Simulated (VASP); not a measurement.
SiO2 (Cristobalite):

```
CELL_PARAMETERS angstrom
4.95700 0.00000 0.00000
0.00000 4.95700 0.00000
0.00000 0.00000 6.89030
ATOMIC_POSITIONS crystal
Si 0.30709 0.30709 0.00000
Si 0.19291 0.80709 0.25000
Si 0.69291 0.69291 0.50000
Si 0.80709 0.19291 0.75000
O 0.23596 0.12004 0.18695
O 0.37996 0.73596 0.43695
O 0.76404 0.87996 0.68695
O 0.62004 0.26404 0.93695
O 0.73596 0.37996 0.56305
O 0.87996 0.76404 0.31305
O 0.26404 0.62004 0.06305
O 0.12004 0.23596 0.81305
```

Base run:

```yaml
Program: VASP 6.6.1
Functional: PBE
Potentials_or_basis: VASP PAW PBE potentials, release 64 (Si, O)
Cutoff: 520 eV
k_mesh: 4 × 4 × 3
Occupations: fermi-dirac, width 0.02 eV
Spin: no spin polarisation
```

Its results: band gap on the k mesh 5.64 eV, direct; pressure 1.6 GPa; largest force 0.024 eV/Å.

Question: The run is repeated on the same cell with these changes: functional from PBE to r2SCAN; further incar settings from ALGO = Normal; EDIFF = 1e-06; NBANDS = 44 to ALGO = Normal; EDIFF = 1e-08; NBANDS = 44. What comes out?

Answer: Band gap on the k mesh 6.28 eV, direct; pressure -3.2 GPa; largest force 0.300 eV/Å.

Caveats: the PAW data sets were made with another functional, which shifts forces and pressure a little (some runs).

